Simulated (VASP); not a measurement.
# Na2Ru (P4/nmm) in VASP: relaxation of cell and atoms with PBE

Aim: the relaxation of cell and atoms of Na2Ru with PBE.

Program: VASP 6.6.1. These are calculated values, not measurements. Logs are shortened: lines on timing, memory, paths and dates and some standing lists are left out, and cuts for length are marked.

### 1 The cell of the first run

Symmetry: P4/nmm, No. 129, tetragonal system. The conventional cell has a = 4.040 Å, b = 4.040 Å, c = 6.165 Å, α = 90.00°, β = 90.00°, γ = 90.00°. Within 3.5 Å of Na (site symmetry -4m2) lie 8 Na at 2.62 to 2.86 Å and 4 Ru at 2.74 Å. Within 3.6 Å of Na (site symmetry 4mm) lie 4 Na at 2.62 Å and 6 Ru at 2.65 to 3.51 Å. Ru (site symmetry 4mm) has 10 Na at 2.65 to 3.51 Å within 3.6 Å.

### 2 Relaxation of cell and atoms, PBE

Input file INCAR:

```
SYSTEM = Na2Ru
ALGO     = Normal         ! electronic algorithm
EDIFF    = 1E-6           ! SCF threshold, eV
EDIFFG   = -0.04          ! ionic threshold
ENCUT    = 600            ! plane-wave cutoff, eV
GGA      = PE             ! functional
IBRION   = 2              ! ionic algorithm
ISIF     = 3              ! what is computed and relaxed
ISMEAR   = 0              ! smearing method
LASPH    = .TRUE.         ! aspherical terms in the spheres
LCHARG   = .FALSE.        ! write CHGCAR
LREAL    = .FALSE.        ! projectors in reciprocal space
LWAVE    = .FALSE.        ! write WAVECAR
NELM     = 60             ! most SCF steps
NSW      = 90             ! ionic steps
PREC     = Accurate       ! precision mode
SIGMA    = 0.1            ! smearing width, eV
```

Input file KPOINTS:

```
k-points
0
G
  4 4 4
  0 0 0
```

Input file POSCAR:

```
Na2Ru
1.0
    4.0404059952      0.0000000000      0.0000000000
    0.0000000000      4.0404059952      0.0000000000
    0.0000000000      0.0000000000      6.1648579451
Na Ru
4 2
Direct
    0.0000000000      0.0000000000      0.0000000000
    0.5000000000      0.5000000000      0.0000000000
    0.0000000000      0.5000000000      0.2700000000
    0.5000000000      0.0000000000      0.7300000000
    0.0000000000      0.5000000000      0.7000000000
    0.5000000000      0.0000000000      0.3000000000
```

Potentials or basis: VASP PAW PBE potentials, release 64 (Na_pv, Ru_pv).

The run is started by

```
$ cat potpaw_PBE.64/Na_pv/POTCAR potpaw_PBE.64/Ru_pv/POTCAR > POTCAR
$ mpirun -np 1 vasp_std > vasp.out
```

OUTCAR:

```text
SYSTEM = Na2Ru
   EDIFF = 1E-6
   EDIFFG = -0.04
   ENCUT = 600
   GGA = PE
   IBRION = 2
   ISIF = 3
   ISMEAR = 0
   LASPH = .TRUE.
   LREAL = .FALSE.
   NELM = 60
   NSW = 90
   PREC = Accurate

 ion  position               nearest neighbor table
   1  0.000  0.000  0.000-   3 2.62   4 2.62   3 2.62   4 2.62   5 2.74   5 2.74   6 2.74   6 2.74

   2  0.500  0.500  0.000-   3 2.62   4 2.62   4 2.62   3 2.62   5 2.74   6 2.74   6 2.74   5 2.74

   3  0.000  0.500  0.270-   1 2.62   2 2.62   1 2.62   2 2.62   5 2.65   6 2.86   6 2.86   6 2.86
                             6 2.86
   4  0.500  0.000  0.730-   1 2.62   2 2.62   2 2.62   1 2.62   6 2.65   5 2.86   5 2.86   5 2.86
                             5 2.86
   5  0.000  0.500  0.700-   3 2.65   2 2.74   1 2.74   1 2.74   2 2.74   4 2.86   4 2.86   4 2.86
                             4 2.86
   6  0.500  0.000  0.300-   4 2.65   2 2.74   1 2.74   2 2.74   1 2.74   3 2.86   3 2.86   3 2.86
                             3 2.86

  LATTYP: Found a simple tetragonal cell.
 ALAT       =     4.0404059952
 C/A-ratio  =     1.5258016032

  Lattice vectors:

 A1 = (   4.0404059952,   0.0000000000,   0.0000000000)
 A2 = (   0.0000000000,   4.0404059952,   0.0000000000)
 A3 = (   0.0000000000,   0.0000000000,   6.1648579451)

Analysis of symmetry for initial positions (statically):
=====================================================================
 Subroutine PRICEL returns:
 Original cell was already a primitive cell.

 Routine SETGRP: Setting up the symmetry group for a
 simple tetragonal supercell.

 Subroutine GETGRP returns: Found 16 space group operations
 (whereof  8 operations were pure point group operations)
 out of a pool of 16 trial point group operations.

The static configuration has the point symmetry D_2d.
 The point group associated with its full space group is D_4h.

Analysis of symmetry for dynamics (positions and initial velocities):
=====================================================================
 Subroutine PRICEL returns:
 Original cell was already a primitive cell.

 Routine SETGRP: Setting up the symmetry group for a
 simple tetragonal supercell.

 Subroutine GETGRP returns: Found 16 space group operations
 (whereof  8 operations were pure point group operations)
 out of a pool of 16 trial point group operations.

The dynamic configuration has the point symmetry D_2d.
 The point group associated with its full space group is D_4h.

 Subroutine INISYM returns: Found 16 space group operations
 (whereof  8 operations are pure point group operations),
 and found     1 'primitive' translations

----------------------------------------------------------------------------------------

                                     Primitive cell

  volume of cell :     100.6406

  direct lattice vectors                    reciprocal lattice vectors
     4.040405995  0.000000000  0.000000000     0.247499880  0.000000000  0.000000000
     0.000000000  4.040405995  0.000000000     0.000000000  0.247499880  0.000000000
     0.000000000  0.000000000  6.164857945     0.000000000  0.000000000  0.162209739

  length of vectors
     4.040405995  4.040405995  6.164857945     0.247499880  0.247499880  0.162209739

  position of ions in fractional coordinates (direct lattice)
     0.000000000  0.000000000  0.000000000
     0.500000000  0.500000000  0.000000000
     0.000000000  0.500000000  0.270000000
     0.500000000  0.000000000  0.730000000
     0.000000000  0.500000000  0.700000000
     0.500000000  0.000000000  0.300000000

  ion indices of the primitive-cell ions
   primitive index   ion index
                 1           1
                 2           2
                 3           3
                 4           4
                 5           5
                 6           6

----------------------------------------------------------------------------------------

 KPOINTS: k-points

Automatic generation of k-mesh.
 Grid dimensions read from file:
 generate k-points for:    4    4    4

 Generating k-lattice:

  Cartesian coordinates                     Fractional coordinates (reciprocal lattice)
     0.061874970  0.000000000  0.000000000     0.250000000  0.000000000  0.000000000
     0.000000000  0.061874970  0.000000000     0.000000000  0.250000000  0.000000000
     0.000000000  0.000000000  0.040552435     0.000000000  0.000000000  0.250000000

  Length of vectors
     0.061874970  0.061874970  0.040552435

  Shift w.r.t. Gamma in fractional coordinates (k-lattice)
     0.000000000  0.000000000  0.000000000

 Subroutine IBZKPT returns following result:
 ===========================================

 Found     18 irreducible k-points:

 Following reciprocal coordinates:
            Coordinates               Weight
  0.000000  0.000000  0.000000      1.000000
  0.250000  0.000000  0.000000      4.000000
  0.500000  0.000000  0.000000      2.000000
  0.250000  0.250000  0.000000      4.000000
  0.500000  0.250000  0.000000      4.000000
  0.500000  0.500000  0.000000      1.000000
[... 10 lines left out ...]
  0.500000  0.250000  0.500000      4.000000
  0.500000  0.500000  0.500000      1.000000
   k-points           NKPTS =     18   k-points in BZ     NKDIM =     18   number of bands    NBANDS=     33
   number of dos      NEDOS =    301   number of ions     NIONS =      6
   total plane-waves  NPLWV =  51200
   dimension x,y,z NGX =    32 NGY =   32 NGZ =   50
   dimension x,y,z NGXF=    64 NGYF=   64 NGZF=  100
   ions per type =               4   2
   NGX,Y,Z   is equivalent  to a cutoff of  13.17, 13.17, 13.48 a.u.
   NGXF,Y,Z  is equivalent  to a cutoff of  26.33, 26.33, 26.97 a.u.
 SYSTEM =  Na2Ru
   PREC   = accura    normal or accurate (medium, high low for compatibility)
   ISTART =      0    job   : 0-new  1-cont  2-samecut
   ICHARG =      2    charge: 1-file 2-atom 10-const
   ISPIN  =      1    spin polarized calculation?
   LNONCOLLINEAR =      F non collinear calculations
   LSORBIT =      F    spin-orbit coupling
   LASPH  =      T    aspherical Exc in radial PAW
   ENCUT  =  600.0 eV  44.10 Ry    6.64 a.u.   8.07  8.07 12.31*2*pi/ulx,y,z
   NELM   =     60;   NELMIN=  2; NELMDL= -5     # of ELM steps
   EDIFF  = 0.1E-05   stopping-criterion for ELM
   LREAL  =      F    real-space projection
   EDIFFG = -.4E-01   stopping-criterion for IOM
   NSW    =     90    number of steps for IOM
   IBRION =      2    ionic relax: 0-MD 1-quasi-New 2-CG
   NFREE  =      1    steps in history (QN), initial steepest desc. (CG)
   ISIF   =      3    stress and relaxation
   ISYM   =      2    0-nonsym 1-usesym 2-fastsym
   POTIM  = 0.5000    time-step for ionic-motion
   TEBEG  =    0.0;   TEEND  =   0.0 temperature during run
   PSTRESS=    0.0 pullay stress
   NELECT =      56.0000    total number of electrons
   NUPDOWN=      -1.0000    fix difference up-down
   EMIN   =  10.00;   EMAX   =-10.00  energy-range for DOS
   EFERMI =   0.00;   METHOD = LEGACY
   ISMEAR =     0;   SIGMA  =   0.10  broadening in eV -4-tet -1-fermi 0-gaus
   EFERMI_NEDOS =   21; number of points for ismear=-14 and -15
   IALGO  =     38    algorithm
   IMIX   =      4    mixing-type and parameters
     AMIX     =   0.40;   BMIX     =  1.00
     AMIX_MAG =   1.60;   BMIX_MAG =  1.00
  volume/ion in A,a.u.               =      16.77       113.19
  Fermi-wavevector in a.u.,A,eV,Ry     =   1.346521  2.544556 24.668980  1.813119
  Thomas-Fermi vector in A             =   2.474346
   LORBIT       =      0    0 simple, 1 ext, 2 COOP (PROOUT), +10 PAW based schemes
   GGA     = PE    functional components
   LHFCALC =     F    Hartree Fock is set to
   AEXX    =    0.0000 exact exchange contribution
   IVDW    =     0    specifies the selected vdW correction
   LEPSILON=     F    determine dielectric tensor
   LRPA    =     F    only Hartree local field effects (RPA)
 conjugate gradient relaxation of ions
 non-spin polarized calculation
 Gauss-broadening in eV      SIGMA  =   0.10
  energy-cutoff  :      600.00
  volume of cell :      100.64
 maximum number of plane-waves:      3384
   NGX = 17   NGY = 17   NGZ = 25

--------------------------------------- Ionic step        1  -------------------------------------------

 number of electron      55.9999953 magnetization

 Free energy of the ion-electron system (eV)
  ---------------------------------------------------
  ext. energy  EPLUGINS =         0.00000000
  ---------------------------------------------------
  free energy    TOTEN  =       -13.73011811 eV

  energy without entropy =      -13.65359334  energy(sigma->0) =      -13.69185573

 E-fermi :   4.4637     XC(G=0): -10.2399

 val. band max:        4.4557110408   @ k =   0.2500   0.2500   0.2500
 cond. band min:       4.4661294824   @ k =   0.2500   0.0000   0.0000
 fundamental gap:      0.0104184416
 Fermi energy:         4.4637041474

 k-point     1 :       0.0000    0.0000    0.0000
  band No.  band energies     occupation
      1     -36.6182      2.00000
      2     -36.6182      2.00000
      3     -36.6120      2.00000
      4     -36.6120      2.00000
      5     -36.5581      2.00000
      6     -36.5486      2.00000
[... 750 lines left out ...]
  FREE ENERGIE OF THE ION-ELECTRON SYSTEM (eV)
  ---------------------------------------------------
  free  energy   TOTEN  =       -15.1181642674 eV

  energy  without entropy=      -15.0252364487  energy(sigma->0) =      -15.07170036

 E-fermi :   3.9305     XC(G=0):  -9.3078

 val. band max:        3.9021862737   @ k =   0.5000   0.0000   0.2500
 cond. band min:       3.9334591288   @ k =   0.2500   0.0000   0.0000
 fundamental gap:      0.0312728551
 Fermi energy:         3.9305417573

 k-point     1 :       0.0000    0.0000    0.0000
  band No.  band energies     occupation
      1     -38.7121      2.00000
      2     -38.7121      2.00000
      3     -38.1749      2.00000
      4     -38.1542      2.00000
      5     -38.1542      2.00000
      6     -38.1311      2.00000
[... 637 lines left out ...]
     32       5.7556      0.00000
     33       6.7868      0.00000

[... ionic steps 4 to 45 ...]

--------------------------------------- Ionic step       46  -------------------------------------------

 number of electron      55.9999822 magnetization

------------------------ aborting loop because EDIFF is reached ----------------------------------------

  FORCE on cell =-STRESS in cart. coord.  units (eV):
  Direction    XX          YY          ZZ          XY          YZ          ZX
  --------------------------------------------------------------------------------------
  -------------------------------------------------------------------------------------
  Total        0.0589902      0.0589902     -0.0086396      0.0000000      0.0000000     -0.0000000
  in kB        0.7296282      0.7296282     -0.1068606      0.0000000      0.0000000     -0.0000000
  external PRESSURE =       0.4507986 kB  Pullay stress =       0.0000000 kB
[... 65 lines left out ...]
  energy  without entropy=      -18.5314488476  energy(sigma->0) =      -18.54166106

--------------------------------------- Ionic step       48  -------------------------------------------

 number of electron      55.9999824 magnetization

 Free energy of the ion-electron system (eV)
  ---------------------------------------------------
  ext. energy  EPLUGINS =         0.00000000
  ---------------------------------------------------
  free energy    TOTEN  =       -18.55215990 eV

  energy without entropy =      -18.53214915  energy(sigma->0) =      -18.54215452

 E-fermi :   3.4873     XC(G=0):  -9.0346

 val. band max:        3.4604933015   @ k =   0.5000   0.0000   0.5000
 cond. band min:       3.5593321233   @ k =   0.2500   0.2500   0.5000
 fundamental gap:      0.0988388217
 Fermi energy:         3.4873364746

 k-point     1 :       0.0000    0.0000    0.0000
  band No.  band energies     occupation
      1     -39.1597      2.00000
      2     -39.1597      2.00000
      3     -38.5978      2.00000
      4     -38.5978      2.00000
      5     -38.5849      2.00000
      6     -38.5658      2.00000
[... 670 lines left out ...]
  FREE ENERGIE OF THE ION-ELECTRON SYSTEM (eV)
  ---------------------------------------------------
  free  energy   TOTEN  =       -18.5521598988 eV

  energy  without entropy=      -18.5321491459  energy(sigma->0) =      -18.54215452

 reached required accuracy - stopping structural energy minimisation
```

It took 13 min on 1 thread of Intel Xeon 6975P-C (Granite Rapids), shared host; peak memory 0.27 GiB.

What came out:

| Quantity | Value |
| --- | --- |
| Free energy | -18.5522 eV |
| Relaxed volume | 21.61 Å³/atom |
| Relaxed cell | a = 3.529 Å, b = 3.529 Å, c = 10.409 Å, α = 90.00°, β = 90.00°, γ = 90.00° |
| Space group after relaxing (to 0.1 Å) | P4/nmm (No. 129) |
| Energy gained by relaxing | 803.7 meV/atom |
| Ionic steps | 48 |
| Pressure after relaxing | 0.1 GPa |
| Largest force after relaxing | 0.016 eV/Å |
| Band gap on the k mesh | zero (bands 28 and 29 overlap by 0.48 eV) |

Forces on the atoms (eV/Å):
```
Na   0.000  0.000  0.000
Na   0.000  0.000  0.000
Na   0.000  0.000 -0.002
Na   0.000  0.000  0.002
Ru   0.000  0.000  0.016
Ru   0.000  0.000 -0.016
```

The path:
```csv
step,energy change (eV),largest force (eV/Å),pressure (GPa),volume (Å³)
1,0.0000,1.4966,14.11,100.64
3,-1.3880,0.6084,0.12,131.41
5,-1.5059,0.5580,-0.72,134.31
7,-1.8181,0.1312,1.03,123.63
9,-1.9359,0.1973,-0.03,127.24
11,-1.9484,0.0720,0.07,126.81
13,-1.9544,0.0879,-0.42,128.44
15,-1.9554,0.1130,-0.87,129.62
17,-1.9565,0.1186,-0.89,129.65
19,-1.9622,0.1448,-1.02,129.79
21,-1.9978,0.2654,-1.47,130.31
23,-2.5079,0.7965,-1.81,132.24
25,-2.7600,1.1250,-0.88,132.89
27,-2.7785,1.2045,-0.58,133.05
29,-3.2571,0.5969,-1.30,132.63
31,-3.8794,1.8792,-2.39,130.01
33,-4.2219,1.7241,-1.01,125.22
35,-4.4759,0.8235,3.51,117.88
37,-4.7388,0.2638,-0.14,128.45
39,-4.7994,0.5797,0.23,129.75
41,-4.8175,0.1293,-0.21,130.09
43,-4.8202,0.0740,0.11,129.48
45,-4.8212,0.0523,0.07,129.49
47,-4.8218,0.0550,0.02,129.55
48,-4.8220,0.0163,0.07,129.65
```

Final structure:
```yaml
crystal:
  lattice:
    - [3.52926, 0.00000, 0.00000]
    - [0.00000, 3.52926, 0.00000]
    - [0.00000, 0.00000, 10.40895]
  atoms:
    - { symbol: Na, position: [0.00000, 0.00000, 0.00000] }
    - { symbol: Na, position: [0.50000, 0.50000, 0.00000] }
    - { symbol: Na, position: [0.00000, 0.50000, 0.27055] }
    - { symbol: Na, position: [0.50000, 0.00000, 0.72945] }
    - { symbol: Ru, position: [0.00000, 0.50000, 0.53655] }
    - { symbol: Ru, position: [0.50000, 0.00000, 0.46345] }
```

Caveat: the k points lie up to 0.45 Å⁻¹ apart in the final cell; the volume moved by over 15 % at a fixed basis, so the end points are rough.
